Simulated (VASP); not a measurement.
# AlB2N3 (P-62m) in VASP: a series of runs, part 2 of 3

VASP 6.6.1. Earlier steps stand in the parts before.

## (3) Single point, PBE

This run uses another cell than the first one, of 11.31 Å³/atom.

INCAR reads:

```
SYSTEM = AlB2N3
PREC = Accurate
ENCUT = 520
EDIFF = 1E-6
ISMEAR = 0
SIGMA = 0.1
LREAL = .FALSE.
LASPH = .TRUE.
NELM = 100
ALGO = Normal
ISIF = 2
LWAVE = .FALSE.
LCHARG = .TRUE.
GGA = PE
LELF = .TRUE.
LVHAR = .TRUE.
NBANDS = 36
```

KPOINTS reads:

```
Automatic mesh
0
G
  6 6 4
  0 0 0
```

POSCAR reads:

```
AlB2N3
1.0
    4.7548836008      0.0000000000      0.0000000000
   -2.3774418004      4.1178499904      0.0000000000
    0.0000000000      0.0000000000      6.9288155749
Al B N
2 4 6
Direct
    0.3333333333      0.6666666667      0.0000000000
    0.6666666667      0.3333333333      0.0000000000
    0.0000000000      0.0000000000      0.0000000000
    0.6682728383      0.6682728383      0.5000000000
    0.3317271617      0.0000000000      0.5000000000
    0.0000000000      0.3317271617      0.5000000000
    0.3333333333      0.6666666667      0.5000000000
    0.0000000000      0.0000000000      0.5000000000
    0.6666666667      0.3333333333      0.5000000000
    0.7081685943      0.7081685943      0.0000000000
    0.2918314057      0.0000000000      0.0000000000
    0.0000000000      0.2918314057      0.0000000000
```

Potentials or basis: VASP PAW PBE potentials, release 64 (Al, B, N).

Command:

```
$ cat potpaw_PBE.64/Al/POTCAR potpaw_PBE.64/B/POTCAR potpaw_PBE.64/N/POTCAR > POTCAR
$ mpirun -np 1 vasp_std > vasp.out
```

OUTCAR:

```text
SYSTEM = AlB2N3
   PREC = Accurate
   ENCUT = 520
   EDIFF = 1E-6
   ISMEAR = 0
   LREAL = .FALSE.
   LASPH = .TRUE.
   NELM = 100
   ISIF = 2
   GGA = PE

 ion  position               nearest neighbor table
   1  0.333  0.667  0.000-  11 1.69  12 1.69  10 1.69   3 2.75   2 2.75   2 2.75   3 2.75   3 2.75
                             2 2.75
   2  0.667  0.333  0.000-  12 1.69  11 1.69  10 1.69   3 2.75   1 2.75   1 2.75   3 2.75   3 2.75
                             1 2.75
   3  0.000  0.000  0.000-  11 1.39  10 1.39  12 1.39   2 2.75   1 2.75   2 2.75   1 2.75   2 2.75
                             1 2.75
   4  0.668  0.668  0.500-   8 1.58   7 1.59   9 1.59
   5  0.332  0.000  0.500-   8 1.58   7 1.59   9 1.59
   6  0.000  0.332  0.500-   8 1.58   9 1.59   7 1.59
   7  0.333  0.667  0.500-   5 1.59   6 1.59   4 1.59
   8  0.000  0.000  0.500-   5 1.58   4 1.58   6 1.58
   9  0.667  0.333  0.500-   6 1.59   5 1.59   4 1.59
  10  0.708  0.708  0.000-   3 1.39   1 1.69   2 1.69
  11  0.292  0.000  0.000-   3 1.39   1 1.69   2 1.69
  12  0.000  0.292  0.000-   3 1.39   2 1.69   1 1.69

  LATTYP: Found a hexagonal cell.
 ALAT       =     4.7548836008
 C/A-ratio  =     1.4571998300

  Lattice vectors:

 A1 = (   4.7548836008,   0.0000000000,   0.0000000000)
 A2 = (  -2.3774418004,   4.1178499904,   0.0000000000)
 A3 = (   0.0000000000,   0.0000000000,   6.9288155749)

Analysis of symmetry for initial positions (statically):
=====================================================================
 Subroutine PRICEL returns:
 Original cell was already a primitive cell.

 Routine SETGRP: Setting up the symmetry group for a
 hexagonal supercell.

 Subroutine GETGRP returns: Found 12 space group operations
 (whereof 12 operations were pure point group operations)
 out of a pool of 24 trial point group operations.

The static configuration has the point symmetry D_3h.

Analysis of symmetry for dynamics (positions and initial velocities):
=====================================================================
 Subroutine PRICEL returns:
 Original cell was already a primitive cell.

 Routine SETGRP: Setting up the symmetry group for a
 hexagonal supercell.

 Subroutine GETGRP returns: Found 12 space group operations
 (whereof 12 operations were pure point group operations)
 out of a pool of 24 trial point group operations.

The dynamic configuration has the point symmetry D_3h.

 Subroutine INISYM returns: Found 12 space group operations
 (whereof 12 operations are pure point group operations),
 and found     1 'primitive' translations

----------------------------------------------------------------------------------------

                                     Primitive cell

  volume of cell :     135.6655

  direct lattice vectors                    reciprocal lattice vectors
     4.754883601  0.000000000  0.000000000     0.210310090  0.121422587  0.000000000
    -2.377441800  4.117849990  0.000000000     0.000000000  0.242845175  0.000000000
     0.000000000  0.000000000  6.928815575     0.000000000  0.000000000  0.144324811

  length of vectors
     4.754883601  4.754883601  6.928815575     0.242845175  0.242845175  0.144324811

  position of ions in fractional coordinates (direct lattice)
[... 79 lines left out ...]
   total plane-waves  NPLWV =  69984
   dimension x,y,z NGX =    36 NGY =   36 NGZ =   54
   dimension x,y,z NGXF=    72 NGYF=   72 NGZF=  108
   ions per type =               2   4   6
   NGX,Y,Z   is equivalent  to a cutoff of  12.59, 12.59, 12.96 a.u.
   NGXF,Y,Z  is equivalent  to a cutoff of  25.17, 25.17, 25.91 a.u.
 SYSTEM =  AlB2N3
   PREC   = accura    normal or accurate (medium, high low for compatibility)
   ISTART =      0    job   : 0-new  1-cont  2-samecut
   ICHARG =      2    charge: 1-file 2-atom 10-const
   ISPIN  =      1    spin polarized calculation?
   LNONCOLLINEAR =      F non collinear calculations
   LSORBIT =      F    spin-orbit coupling
   LASPH  =      T    aspherical Exc in radial PAW
   ENCUT  =  520.0 eV  38.22 Ry    6.18 a.u.   8.84  8.84 12.88*2*pi/ulx,y,z
   NELM   =    100;   NELMIN=  2; NELMDL= -5     # of ELM steps
   EDIFF  = 0.1E-05   stopping-criterion for ELM
   LREAL  =      F    real-space projection
   EDIFFG = 0.1E-04   stopping-criterion for IOM
   NSW    =      0    number of steps for IOM
   IBRION =     -1    ionic relax: 0-MD 1-quasi-New 2-CG
   NFREE  =      0    steps in history (QN), initial steepest desc. (CG)
   ISIF   =      2    stress and relaxation
   ISYM   =      2    0-nonsym 1-usesym 2-fastsym
   POTIM  = 0.5000    time-step for ionic-motion
   TEBEG  =    0.0;   TEEND  =   0.0 temperature during run
   PSTRESS=    0.0 pullay stress
   NELECT =      48.0000    total number of electrons
   NUPDOWN=      -1.0000    fix difference up-down
   EMIN   =  10.00;   EMAX   =-10.00  energy-range for DOS
   EFERMI =   0.00;   METHOD = LEGACY
   ISMEAR =     0;   SIGMA  =   0.10  broadening in eV -4-tet -1-fermi 0-gaus
   EFERMI_NEDOS =   21; number of points for ismear=-14 and -15
   IALGO  =     38    algorithm
   IMIX   =      4    mixing-type and parameters
     AMIX     =   0.40;   BMIX     =  1.00
     AMIX_MAG =   1.60;   BMIX_MAG =  1.00
  volume/ion in A,a.u.               =      11.31        76.29
  Fermi-wavevector in a.u.,A,eV,Ry     =   1.157885  2.188085 18.241300  1.340698
  Thomas-Fermi vector in A             =   2.294492
   LORBIT       =      0    0 simple, 1 ext, 2 COOP (PROOUT), +10 PAW based schemes
   GGA     = PE    functional components
   LHFCALC =     F    Hartree Fock is set to
   AEXX    =    0.0000 exact exchange contribution
   IVDW    =     0    specifies the selected vdW correction
   LEPSILON=     F    determine dielectric tensor
   LRPA    =     F    only Hartree local field effects (RPA)
 non-spin polarized calculation
 Gauss-broadening in eV      SIGMA  =   0.10
  energy-cutoff  :      520.00
  volume of cell :      135.67
 maximum number of plane-waves:      3675
 NGX is ok and might be reduce to    36
   NGX = 17   NGY = 17   NGZ = 25

 number of electron      48.0000007 magnetization

 Free energy of the ion-electron system (eV)
  ---------------------------------------------------
  ext. energy  EPLUGINS =         0.00000000
  ---------------------------------------------------
  free energy    TOTEN  =       -93.59590035 eV

  energy without entropy =      -93.59590035  energy(sigma->0) =      -93.59590035

 E-fermi :   3.0588     XC(G=0):  -9.5038

 val. band max:        2.5605686834   @ k =   0.0000   0.0000   0.5000
 cond. band min:       5.6656866824   @ k =   0.0000   0.0000   0.5000
 fundamental gap:      3.1051179990
 Fermi energy:         3.0588491051

 k-point     1 :       0.0000    0.0000    0.0000
  band No.  band energies     occupation
      1     -14.3937      2.00000
      2     -13.1831      2.00000
      3     -11.6785      2.00000
      4     -11.6679      2.00000
      5     -10.3411      2.00000
      6     -10.3411      2.00000
[... 808 lines left out ...]
     35      10.2419      0.00000
     36      10.3344      0.00000

------------------------ aborting loop because EDIFF is reached ----------------------------------------

  FORCE on cell =-STRESS in cart. coord.  units (eV):
  Direction    XX          YY          ZZ          XY          YZ          ZX
  --------------------------------------------------------------------------------------
  -------------------------------------------------------------------------------------
  Total        0.2638778      0.2638778      0.0054612      0.0000000     -0.0000000      0.0000000
  in kB        3.1163345      3.1163345      0.0644960      0.0000000     -0.0000000      0.0000000
  external PRESSURE =       2.0990550 kB  Pullay stress =       0.0000000 kB

 VOLUME and BASIS-vectors are now :
 -----------------------------------------------------------------------------
  energy-cutoff  :      520.00
  volume of cell :      135.67
      direct lattice vectors                 reciprocal lattice vectors
     4.754883601  0.000000000  0.000000000     0.210310090  0.121422587  0.000000000
    -2.377441800  4.117849990  0.000000000     0.000000000  0.242845175  0.000000000
     0.000000000  0.000000000  6.928815575     0.000000000  0.000000000  0.144324811

 POSITION                                       TOTAL-FORCE (eV/Angst)
 -----------------------------------------------------------------------------------
     -0.00000      2.74523      0.00000         0.000000     -0.000000     -0.000000
      2.37744      1.37262      0.00000         0.000000     -0.000000     -0.000000
      0.00000      0.00000      0.00000         0.000000     -0.000000     -0.000000
      1.58878      2.75185      3.46441         0.002834      0.004909      0.000000
      1.57732      0.00000      3.46441        -0.005668     -0.000000     -0.000000
     -0.78866      1.36600      3.46441         0.002834     -0.004909     -0.000000
     -0.00000      2.74523      3.46441         0.000000     -0.000000     -0.000000
      0.00000      0.00000      3.46441         0.000000     -0.000000     -0.000000
      2.37744      1.37262      3.46441         0.000000     -0.000000     -0.000000
      1.68363      2.91613      0.00000         0.017447      0.030220      0.000000
      1.38762      0.00000      0.00000        -0.034894     -0.000000      0.000000
     -0.69381      1.20172      0.00000         0.017447     -0.030220     -0.000000
 -----------------------------------------------------------------------------------
    total drift:                               -0.000002     -0.000003     -0.000000

  FREE ENERGIE OF THE ION-ELECTRON SYSTEM (eV)
  ---------------------------------------------------
  free  energy   TOTEN  =       -93.5959003547 eV

  energy  without entropy=      -93.5959003547  energy(sigma->0) =      -93.59590035
```

Run time: 64 s. Hardware: 1 thread of Intel Xeon 6975P-C (Granite Rapids), shared host; peak memory 0.29 GiB.

What came out:

| Property | Result |
| --- | --- |
| Free energy | -93.5959 eV |
| Pressure | 0.2 GPa |
| Largest force | 0.035 eV/Å |
| Band gap on the k mesh | 3.11 eV |

Forces in eV/Å, atoms in the order of the input:
```
Al   0.000  0.000  0.000
Al   0.000  0.000  0.000
B    0.000  0.000  0.000
B    0.003  0.005  0.000
B   -0.006  0.000  0.000
B    0.003 -0.005  0.000
N    0.000  0.000  0.000
N    0.000  0.000  0.000
N    0.000  0.000  0.000
N    0.017  0.030  0.000
N   -0.035  0.000  0.000
N    0.017 -0.030  0.000
```

A k mesh can miss the band edges.

## (4) Single point, PBE

This run uses another cell than the first one, of 11.44 Å³/atom.

INCAR reads:

```
  ALGO = Normal
  EDIFF = 1E-7
  ENCUT = 520
  GGA = PE
  ISIF = 2
  ISMEAR = 0
  LASPH = True
  LCHARG = False
  LREAL = False
  LWAVE = False
  NBANDS = 36
  NELM = 60
  PREC = Accurate
  SIGMA = 0.02
```

KPOINTS reads:

```
k-points
0
Gamma
  6 6 4
```

POSCAR reads:

```
AlB2N3
1.0
    4.7551633698      0.0000000000      0.0000000000
   -2.3775816849      4.1180922774      0.0000000000
    0.0000000000      0.0000000000      7.0119322948
Al B N
2 4 6
Direct
    0.3333333333      0.6666666667      0.0000000000
    0.6666666667      0.3333333333      0.0000000000
    0.0000000000      0.0000000000      0.0000000000
    0.6682345882      0.6682345882      0.5000000000
    0.3317654118      0.0000000000      0.5000000000
    0.0000000000      0.3317654118      0.5000000000
    0.3333333333      0.6666666667      0.5000000000
    0.0000000000      0.0000000000      0.5000000000
    0.6666666667      0.3333333333      0.5000000000
    0.7081953736      0.7081953736      0.0000000000
    0.2918046264      0.0000000000      0.0000000000
    0.0000000000      0.2918046264      0.0000000000
```

Command:

```
$ cat potpaw_PBE.64/Al/POTCAR potpaw_PBE.64/B/POTCAR potpaw_PBE.64/N/POTCAR > POTCAR
$ mpirun -np 1 vasp_std > vasp.out
```

It took 64 s on 1 thread of Intel Xeon 6975P-C (Granite Rapids), shared host; peak memory 0.29 GiB.

It converged, with:

```yaml
Free_energy: -93.5968 eV
Pressure: 0.1 GPa
Largest_force: 0.020 eV/Å
Band_gap_on_the_k_mesh: 3.10 eV
```

Forces on the atoms (eV/Å):
```
Al   0.000  0.000  0.000
Al   0.000  0.000  0.000
B    0.000  0.000  0.000
B   -0.002 -0.004  0.000
B    0.004  0.000  0.000
B   -0.002  0.004  0.000
N    0.000  0.000  0.000
N    0.000  0.000  0.000
N    0.000  0.000  0.000
N    0.010  0.017  0.000
N   -0.020  0.000  0.000
N    0.010 -0.017  0.000
```

Stress tensor (GPa, compression positive):
```
 0.20  0.00  0.00
 0.00  0.20  0.00
 0.00  0.00 -0.06
```

Levels at points of the mesh, in eV from the valence-band top:
| k point | band 20 | band 21 | band 22 | band 23 | band 24 | band 25 | band 26 | band 27 | band 28 | band 29 |
| --- | --- | --- | --- | --- | --- | --- | --- | --- | --- | --- |
| (0.00, 0.00, 0.00) | -0.84 | -0.53 | -0.53 | -0.10 | -0.10 | 3.33 | 3.33 | 3.37 | 5.27 | 7.31 |
| (0.50, 0.00, 0.00) | -1.64 | -1.62 | -1.12 | -0.63 | -0.37 | 3.43 | 5.47 | 5.64 | 5.67 | 5.96 |
| (0.00, 0.00, 0.50) | -0.80 | -0.53 | -0.53 | 0.00 | 0.00 | 3.10 | 3.10 | 4.38 | 5.20 | 6.23 |
| (0.50, 0.00, 0.50) | -1.66 | -1.58 | -1.50 | -0.63 | -0.45 | 3.31 | 5.28 | 5.58 | 5.61 | 6.37 |

## (5) Relaxation of cell and atoms, PBE

INCAR reads:

```
SYSTEM = AlB2N3
PREC     = Accurate       ! precision mode
ENCUT    = 600            ! plane-wave cutoff, eV
EDIFF    = 1E-6           ! SCF threshold, eV
ISMEAR   = 0              ! smearing method
SIGMA    = 0.1            ! smearing width, eV
LREAL    = .False.        ! projectors in reciprocal space
LASPH    = .True.         ! aspherical terms in the spheres
NELM     = 100            ! most SCF steps
ALGO     = Normal         ! electronic algorithm
ISIF     = 3              ! what is computed and relaxed
LWAVE    = .False.        ! write WAVECAR
LCHARG   = .False.        ! write CHGCAR
GGA      = PE             ! functional
IBRION   = 2              ! ionic algorithm
NSW      = 90             ! ionic steps
EDIFFG   = -0.04          ! ionic threshold
```

KPOINTS reads:

```
regular mesh
0
Gamma
  6 6 4
  0 0 0
```

POSCAR reads:

```
AlB2N3
1.0
    4.5321249600      0.0000000000      0.0000000000
   -2.2660624800      3.9249353500      0.0000000000
    0.0000000000      0.0000000000      6.9608271300
Al B N
2 4 6
Direct
    0.3333333300      0.6666666700      0.0000000000
    0.6666666700      0.3333333300      0.0000000000
    0.0000000000      0.0000000000      0.0000000000
    0.6666666700      0.6666666700      0.5000000000
    0.3333333300      0.0000000000      0.5000000000
    0.0000000000      0.3333333300      0.5000000000
    0.3333333300      0.6666666700      0.5000000000
    0.0000000000      0.0000000000      0.5000000000
    0.6666666700      0.3333333300      0.5000000000
    0.6666666700      0.6666666700      0.0000000000
    0.3333333300      0.0000000000      0.0000000000
    0.0000000000      0.3333333300      0.0000000000
```

Command:

```
$ cat potpaw_PBE.64/Al/POTCAR potpaw_PBE.64/B/POTCAR potpaw_PBE.64/N/POTCAR > POTCAR
$ mpirun -np 1 vasp_std > vasp.out
```

Wall time 8.2 min (1 thread of Intel Xeon 6975P-C (Granite Rapids), shared host); peak memory 0.29 GiB.

Results (log left out):

```
Free energy                           : -93.5936 eV
Relaxed volume                        : 11.36 Å³/atom
Relaxed cell                          : a = 4.755 Å, b = 4.755 Å, c = 6.963 Å, α = 90.00°, β = 90.00°, γ = 120.00°
Space group after relaxing (to 0.1 Å) : P-62m (No. 189)
Pressure after relaxing               : 0.1 GPa
Largest force after relaxing          : 0.009 eV/Å
Band gap on the k mesh                : 3.10 eV
```

Forces in eV/Å, atoms in the order of the input:
```
Al   0.000  0.000  0.000
Al   0.000  0.000  0.000
B    0.000  0.000  0.000
B    0.001  0.002  0.000
B   -0.002  0.000  0.000
B    0.001 -0.002  0.000
N    0.000  0.000  0.000
N    0.000  0.000  0.000
N    0.000  0.000  0.000
N   -0.005 -0.008  0.000
N    0.009  0.000  0.000
N   -0.005  0.008  0.000
```

Stress tensor (GPa, compression positive):
```
 0.25  0.00  0.00
 0.00  0.25  0.00
 0.00  0.00 -0.06
```

Final structure:
```yaml
crystal:
  lattice:
    - [4.75488, 0.00000, 0.00000]
    - [-2.37744, 4.11785, 0.00000]
    - [0.00000, 0.00000, 6.96280]
  atoms:
    - { symbol: Al, position: [0.33333, 0.66667, 0.00000] }
    - { symbol: Al, position: [0.66667, 0.33333, 0.00000] }
    - { symbol: B, position: [0.00000, 0.00000, 0.00000] }
    - { symbol: B, position: [0.66826, 0.66826, 0.50000] }
    - { symbol: B, position: [0.33174, 0.00000, 0.50000] }
    - { symbol: B, position: [0.00000, 0.33174, 0.50000] }
    - { symbol: N, position: [0.33333, 0.66667, 0.50000] }
    - { symbol: N, position: [0.00000, 0.00000, 0.50000] }
    - { symbol: N, position: [0.66667, 0.33333, 0.50000] }
    - { symbol: N, position: [0.70829, 0.70829, 0.00000] }
    - { symbol: N, position: [0.29171, 0.00000, 0.00000] }
    - { symbol: N, position: [0.00000, 0.29171, 0.00000] }
```

Levels at points of the mesh, in eV from the valence-band top:
```
           k point  band 21  band 22  band 23  band 24  band 25  band 26  band 27  band 28
(0.00, 0.00, 0.00)    -0.53    -0.53    -0.11    -0.11     3.34     3.34     3.39     5.29
(0.50, 0.00, 0.00)    -1.63    -1.09    -0.62    -0.37     3.44     5.49     5.65     5.68
(0.00, 0.00, 0.50)    -0.53    -0.53     0.00     0.00     3.10     3.10     4.39     5.25
(0.50, 0.00, 0.50)    -1.58    -1.50    -0.62    -0.45     3.31     5.28     5.59     5.62
```

A k mesh can miss the band edges.

(Continued in part 3 of 3.)
